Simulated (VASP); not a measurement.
# Si2W3 (Amm2) in VASP: single point with PBE

Aim: the single point of Si2W3 with PBE.

Everything below comes from runs of VASP 6.6.1. Logs are shortened: lines on timing, memory, paths and dates and some standing lists are left out, and cuts for length are marked.

## (1) The cell of the first run

Symmetry: Amm2, No. 38, orthorhombic system. The conventional cell has a = 3.312 Å, b = 9.376 Å, c = 9.376 Å, α = 90.00°, β = 90.00°, γ = 90.00°. Within 3.4 Å of Si (site symmetry mm2) lie 3 Si at 2.52 to 3.31 Å and 8 W at 2.54 to 2.60 Å. Within 3.8 Å of Si (site symmetry mm2) lie 7 Si at 2.52 to 3.70 Å and 8 W at 2.52 to 2.58 Å. Within 3.8 Å of Si (site symmetry m) lie 8 W at 2.48 to 2.68 Å and 7 Si at 2.52 to 3.78 Å. W (site symmetry m) has 4 Si at 2.48 to 2.68 Å and 10 W at 2.99 to 3.31 Å within 3.4 Å. Within 3.6 Å of W (site symmetry mm2) lie 6 Si at 2.50 to 2.52 Å and 11 W at 2.99 to 3.53 Å. Within 3.6 Å of W (site symmetry mm2) lie 6 Si at 2.57 to 2.62 Å and 11 W at 2.99 to 3.53 Å. W (site symmetry m) has 6 Si at 2.54 to 2.58 Å and 11 W at 2.99 to 3.53 Å within 3.6 Å.

## (2) Single point, PBE (atoms displaced along a vibrational mode)

File INCAR:

```
SYSTEM = Si2W3
PREC = Accurate
ENCUT = 520
EDIFF = 1E-7
ISMEAR = 0
SIGMA = 0.15
LREAL = .FALSE.
LASPH = .TRUE.
NELM = 80
ALGO = Fast
ISIF = 2
LWAVE = .FALSE.
LCHARG = .TRUE.
GGA = PE
LELF = .TRUE.
LVHAR = .TRUE.
NBANDS = 61
```

File KPOINTS:

```
Automatic mesh
0
G
  6 6 12
  0 0 0
```

File POSCAR:

```
Si2W3
1.0
    6.6300342967      0.0000000000      0.0000000000
    0.0000000000      6.6300342967      0.0000000000
    0.0000000000      0.0000000000      3.3123213826
Si W
4 6
Direct
    0.1306368979      0.6306368979      0.0000000000
    0.8621709207      0.3621709207      0.0000000000
    0.6448981941      0.8764322169      0.0000000000
    0.3764322169      0.1448981941      0.0000000000
    0.4996743820      0.4986564638      0.0000000000
   -0.0013435362     -0.0003256180      0.0000000000
    0.6590731324      0.1590731324      0.5000000000
    0.3400491932      0.8400491932      0.5000000000
    0.1597054443      0.3406815051      0.5000000000
    0.8406815051      0.6597054443      0.5000000000
```

Potentials or basis: VASP PAW PBE potentials, release 64 (Si, W_sv).

Run with:

```bash
$ cat potpaw_PBE.64/Si/POTCAR potpaw_PBE.64/W_sv/POTCAR > POTCAR
$ mpirun -np 1 vasp_std > vasp.out
```

OUTCAR:

```text
SYSTEM = Si2W3
   PREC = Accurate
   ENCUT = 520
   EDIFF = 1E-7
   ISMEAR = 0
   LREAL = .FALSE.
   LASPH = .TRUE.
   NELM = 80
   ISIF = 2
   GGA = PE

 ion  position               nearest neighbor table
   1  0.131  0.631  0.000-   2 2.52   9 2.54  10 2.54   9 2.54  10 2.54   8 2.57   8 2.57   5 2.60
                             6 2.60
   2  0.862  0.362  0.000-   1 2.52   7 2.52   7 2.52   5 2.57   6 2.57  10 2.58   9 2.58   9 2.58
                            10 2.58
   3  0.645  0.876  0.000-   6 2.48   7 2.50   7 2.50   4 2.52  10 2.55  10 2.55   8 2.62   8 2.62
                             5 2.68
   4  0.376  0.145  0.000-   5 2.48   7 2.50   7 2.50   3 2.52   9 2.55   9 2.55   8 2.62   8 2.62
                             6 2.68
   5  0.500  0.499  0.000-   4 2.48   2 2.57   1 2.60   3 2.68   9 2.99   9 2.99   7 2.99   7 2.99
                             8 3.00   8 3.00  10 3.00  10 3.00
   6  0.999  1.000  0.000-   3 2.48   2 2.57   1 2.60   4 2.68  10 2.99  10 2.99   7 2.99   7 2.99
                             8 3.00   8 3.00   9 3.00   9 3.00
   7  0.659  0.159  0.500-   3 2.50   4 2.50   3 2.50   4 2.50   2 2.52   2 2.52   6 2.99   5 2.99
                             5 2.99   6 2.99   8 2.99
   8  0.340  0.840  0.500-   1 2.57   1 2.57   4 2.62   3 2.62   3 2.62   4 2.62   7 2.99   5 3.00
                             6 3.00   5 3.00   6 3.00
   9  0.160  0.341  0.500-   1 2.54   1 2.54   4 2.55   4 2.55   2 2.58   2 2.58   5 2.99   5 2.99
                            10 2.99   6 3.00   6 3.00
  10  0.841  0.660  0.500-   1 2.54   1 2.54   3 2.55   3 2.55   2 2.58   2 2.58   6 2.99   6 2.99
                             9 2.99   5 3.00   5 3.00

  LATTYP: Found a simple tetragonal cell.
 ALAT       =     6.6300342967
 C/A-ratio  =     0.4995934009

  Lattice vectors:

 A1 = (   6.6300342967,   0.0000000000,   0.0000000000)
 A2 = (   0.0000000000,   6.6300342967,   0.0000000000)
 A3 = (   0.0000000000,   0.0000000000,   3.3123213826)

Analysis of symmetry for initial positions (statically):
=====================================================================
 Subroutine PRICEL returns:
 Original cell was already a primitive cell.

 Routine SETGRP: Setting up the symmetry group for a
 simple tetragonal supercell.

 Subroutine GETGRP returns: Found  4 space group operations
 (whereof  2 operations were pure point group operations)
 out of a pool of 16 trial point group operations.

The static configuration has the point symmetry C_1h.
 The point group associated with its full space group is C_2v.

Analysis of symmetry for dynamics (positions and initial velocities):
=====================================================================
 Subroutine PRICEL returns:
 Original cell was already a primitive cell.

 Routine SETGRP: Setting up the symmetry group for a
 simple tetragonal supercell.

 Subroutine GETGRP returns: Found  4 space group operations
 (whereof  2 operations were pure point group operations)
 out of a pool of 16 trial point group operations.

The dynamic configuration has the point symmetry C_1h.
 The point group associated with its full space group is C_2v.

 Subroutine INISYM returns: Found  4 space group operations
 (whereof  2 operations are pure point group operations),
 and found     1 'primitive' translations

----------------------------------------------------------------------------------------

                                     Primitive cell

  volume of cell :     145.6009

  direct lattice vectors                    reciprocal lattice vectors
     6.630034297  0.000000000  0.000000000     0.150828782  0.000000000  0.000000000
     0.000000000  6.630034297  0.000000000     0.000000000  0.150828782  0.000000000
     0.000000000  0.000000000  3.312321383     0.000000000  0.000000000  0.301903072

  length of vectors
     6.630034297  6.630034297  3.312321383     0.150828782  0.150828782  0.301903072

  position of ions in fractional coordinates (direct lattice)
     0.130636898  0.630636898  0.000000000
     0.862170921  0.362170921  0.000000000
     0.644898194  0.876432217  0.000000000
     0.376432217  0.144898194  0.000000000
     0.499674382  0.498656464  0.000000000
     0.998656464  0.999674382  0.000000000
     0.659073132  0.159073132  0.500000000
     0.340049193  0.840049193  0.500000000
     0.159705444  0.340681505  0.500000000
     0.840681505  0.659705444  0.500000000

  ion indices of the primitive-cell ions
   primitive index   ion index
                 1           1
                 2           2
                 3           3
                 4           4
                 5           5
                 6           6
                 7           7
                 8           8
                 9           9
                10          10

----------------------------------------------------------------------------------------

 KPOINTS: Automatic mesh

Automatic generation of k-mesh.
 Grid dimensions read from file:
 generate k-points for:    6    6   12

 Generating k-lattice:

  Cartesian coordinates                     Fractional coordinates (reciprocal lattice)
     0.025138130  0.000000000  0.000000000     0.166666667  0.000000000  0.000000000
     0.000000000  0.025138130  0.000000000     0.000000000  0.166666667  0.000000000
     0.000000000  0.000000000  0.025158589     0.000000000  0.000000000  0.083333333

  Length of vectors
     0.025138130  0.025138130  0.025158589

  Shift w.r.t. Gamma in fractional coordinates (k-lattice)
     0.000000000  0.000000000  0.000000000

 Subroutine IBZKPT returns following result:
 ===========================================

 Found     91 irreducible k-points:

 Following reciprocal coordinates:
            Coordinates               Weight
  0.000000  0.000000  0.000000      1.000000
  0.166667  0.000000  0.000000      4.000000
  0.333333  0.000000  0.000000      4.000000
  0.500000  0.000000  0.000000      2.000000
  0.166667  0.166667  0.000000      2.000000
 -0.166667  0.166667  0.000000      2.000000
[... 16 lines left out ...]
  0.333333  0.333333  0.083333      4.000000
 -0.333333  0.333333  0.083333      4.000000
 [... further k-points ...]
   k-points           NKPTS =     91   k-points in BZ     NKDIM =     91   number of bands    NBANDS=     61
   number of dos      NEDOS =    301   number of ions     NIONS =     10
   total plane-waves  NPLWV =  70000
   dimension x,y,z NGX =    50 NGY =   50 NGZ =   28
   dimension x,y,z NGXF=   100 NGYF=  100 NGZF=   56
   ions per type =               4   6
   NGX,Y,Z   is equivalent  to a cutoff of  12.54, 12.54, 14.05 a.u.
   NGXF,Y,Z  is equivalent  to a cutoff of  25.07, 25.07, 28.11 a.u.
 SYSTEM =  Si2W3
   PREC   = accura    normal or accurate (medium, high low for compatibility)
   ISTART =      0    job   : 0-new  1-cont  2-samecut
   ICHARG =      2    charge: 1-file 2-atom 10-const
   ISPIN  =      1    spin polarized calculation?
   LNONCOLLINEAR =      F non collinear calculations
   LSORBIT =      F    spin-orbit coupling
   LASPH  =      T    aspherical Exc in radial PAW
   ENCUT  =  520.0 eV  38.22 Ry    6.18 a.u.  12.33 12.33  6.16*2*pi/ulx,y,z
   NELM   =     80;   NELMIN=  2; NELMDL= -5     # of ELM steps
   EDIFF  = 0.1E-06   stopping-criterion for ELM
   LREAL  =      F    real-space projection
   EDIFFG = 0.1E-05   stopping-criterion for IOM
   NSW    =      0    number of steps for IOM
   IBRION =     -1    ionic relax: 0-MD 1-quasi-New 2-CG
   NFREE  =      0    steps in history (QN), initial steepest desc. (CG)
   ISIF   =      2    stress and relaxation
   ISYM   =      2    0-nonsym 1-usesym 2-fastsym
   POTIM  = 0.5000    time-step for ionic-motion
   TEBEG  =    0.0;   TEEND  =   0.0 temperature during run
   PSTRESS=    0.0 pullay stress
   NELECT =     100.0000    total number of electrons
   NUPDOWN=      -1.0000    fix difference up-down
   EMIN   =  10.00;   EMAX   =-10.00  energy-range for DOS
   EFERMI =   0.00;   METHOD = LEGACY
   ISMEAR =     0;   SIGMA  =   0.15  broadening in eV -4-tet -1-fermi 0-gaus
   EFERMI_NEDOS =   21; number of points for ismear=-14 and -15
   IALGO  =     68    algorithm
   IMIX   =      4    mixing-type and parameters
     AMIX     =   0.40;   BMIX     =  1.00
     AMIX_MAG =   1.60;   BMIX_MAG =  1.00
  volume/ion in A,a.u.               =      14.56        98.26
  Fermi-wavevector in a.u.,A,eV,Ry     =   1.444398  2.729516 28.385632  2.086285
  Thomas-Fermi vector in A             =   2.562697
   LORBIT       =      0    0 simple, 1 ext, 2 COOP (PROOUT), +10 PAW based schemes
   GGA     = PE    functional components
   LHFCALC =     F    Hartree Fock is set to
   AEXX    =    0.0000 exact exchange contribution
   IVDW    =     0    specifies the selected vdW correction
   LEPSILON=     F    determine dielectric tensor
   LRPA    =     F    only Hartree local field effects (RPA)
 non-spin polarized calculation
 RMM-DIIS sequential band-by-band and
 Gauss-broadening in eV      SIGMA  =   0.15
  energy-cutoff  :      520.00
  volume of cell :      145.60
 maximum number of plane-waves:      3945
 NGX is ok and might be reduce to    50
   NGX = 25   NGY = 25   NGZ = 13

 number of electron     100.0000000 magnetization

 number of electron      99.9999982 magnetization

 Free energy of the ion-electron system (eV)
  ---------------------------------------------------
  ext. energy  EPLUGINS =         0.00000000
  ---------------------------------------------------
  free energy    TOTEN  =       -99.10022475 eV

  energy without entropy =      -99.03620143  energy(sigma->0) =      -99.06821309

 E-fermi :  11.7160     XC(G=0): -12.9437

 val. band max:       11.7154297980   @ k =   0.5000   0.5000   0.0000
 cond. band min:      11.7167383734   @ k =   0.3333   0.0000   0.4167
 fundamental gap:      0.0013085753
 Fermi energy:        11.7160327327

 k-point     1 :       0.0000    0.0000    0.0000
  band No.  band energies     occupation
      1     -62.6876      2.00000
      2     -62.6523      2.00000
      3     -62.6412      2.00000
      4     -62.5934      2.00000
      5     -62.3580      2.00000
      6     -62.3555      2.00000
[... 53 lines left out ...]
     60      13.2835      0.00000
     61      13.3003      0.00000

 k-point     2 :       0.1667    0.0000    0.0000
  band No.  band energies     occupation
      1     -62.6876      2.00000
      2     -62.6522      2.00000
      3     -62.6413      2.00000
      4     -62.5934      2.00000
      5     -62.3579      2.00000
      6     -62.3557      2.00000
[... 53 lines left out ...]
     60      13.3310      0.00000
     61      13.4175      0.00000

 k-point     3 :       0.3333    0.0000    0.0000
  band No.  band energies     occupation
      1     -62.6875      2.00000
      2     -62.6519      2.00000
      3     -62.6416      2.00000
      4     -62.5935      2.00000
      5     -62.3574      2.00000
      6     -62.3561      2.00000
[... 1333 lines left out ...]
     60      13.1976      0.00000
     61      14.5123      0.00000

 k-point    24 :      -0.3333    0.3333    0.0833
  band No.  band energies     occupation
      1     -62.6871      2.00000
      2     -62.6512      2.00000
      3     -62.6417      2.00000
      4     -62.5932      2.00000
      5     -62.3568      2.00000
      6     -62.3563      2.00000
[... 53 lines left out ...]
     60      13.1766      0.00000
     61      14.5101      0.00000

 [... further k-points ...]

------------------------ aborting loop because EDIFF is reached ----------------------------------------

  FORCE on cell =-STRESS in cart. coord.  units (eV):
  Direction    XX          YY          ZZ          XY          YZ          ZX
  --------------------------------------------------------------------------------------
  -------------------------------------------------------------------------------------
  Total        0.6795139      0.6795139      0.7923456      0.1224863      0.0000000      0.0000000
  in kB        7.4773023      7.4773023      8.7188908      1.3478267      0.0000000      0.0000000
  external PRESSURE =       7.8911651 kB  Pullay stress =       0.0000000 kB

 VOLUME and BASIS-vectors are now :
 -----------------------------------------------------------------------------
  energy-cutoff  :      520.00
  volume of cell :      145.60
      direct lattice vectors                 reciprocal lattice vectors
     6.630034297  0.000000000  0.000000000     0.150828782  0.000000000  0.000000000
     0.000000000  6.630034297  0.000000000     0.000000000  0.150828782  0.000000000
     0.000000000  0.000000000  3.312321383     0.000000000  0.000000000  0.301903072

 POSITION                                       TOTAL-FORCE (eV/Angst)
 -----------------------------------------------------------------------------------
      0.86613      4.18114      0.00000         0.384366      0.384366      0.000000
      5.71622      2.40121      0.00000         0.408933      0.408933      0.000000
      4.27570      5.81078      0.00000        -1.183396     -1.194866      0.000000
      2.49576      0.96068      0.00000        -1.194866     -1.183396      0.000000
      3.31286      3.30611      0.00000         0.236916      0.994238      0.000000
      6.62113      6.62788      0.00000         0.994238      0.236916      0.000000
      4.36968      1.05466      1.65616         0.383461      0.383461      0.000000
      2.25454      5.56955      1.65616         0.249974      0.249974      0.000000
      1.05885      2.25873      1.65616        -0.123121     -0.156505      0.000000
      5.57375      4.37387      1.65616        -0.156505     -0.123121      0.000000
 -----------------------------------------------------------------------------------
    total drift:                               -0.000109     -0.000109     -0.000002

  FREE ENERGIE OF THE ION-ELECTRON SYSTEM (eV)
  ---------------------------------------------------
  free  energy   TOTEN  =       -99.1002247478 eV

  energy  without entropy=      -99.0362014251  energy(sigma->0) =      -99.06821309
```

It took 25 min on 1 thread of Intel Xeon 8259CL, shared host; peak memory 0.65 GiB.

What came out:

```yaml
Free_energy: -99.1002 eV
Pressure: 0.8 GPa
Largest_force: 1.682 eV/Å
Band_gap_on_the_k_mesh: zero (bands 50 and 51 overlap by 1.64 eV)
```

Forces on the atoms (eV/Å):
```
Si   0.384  0.384  0.000
Si   0.409  0.409  0.000
Si  -1.183 -1.195  0.000
Si  -1.195 -1.183  0.000
W    0.237  0.994  0.000
W    0.994  0.237  0.000
W    0.383  0.383  0.000
W    0.250  0.250  0.000
W   -0.123 -0.157  0.000
W   -0.157 -0.123  0.000
```

Caveat: the cell differs from its parent crystal (atoms displaced along a vibrational mode); spin-orbit coupling is left out, which moves the levels of the heavy elements; forces of over 1 eV/Å act on the atoms, so gaps and moduli don't describe the material at rest.
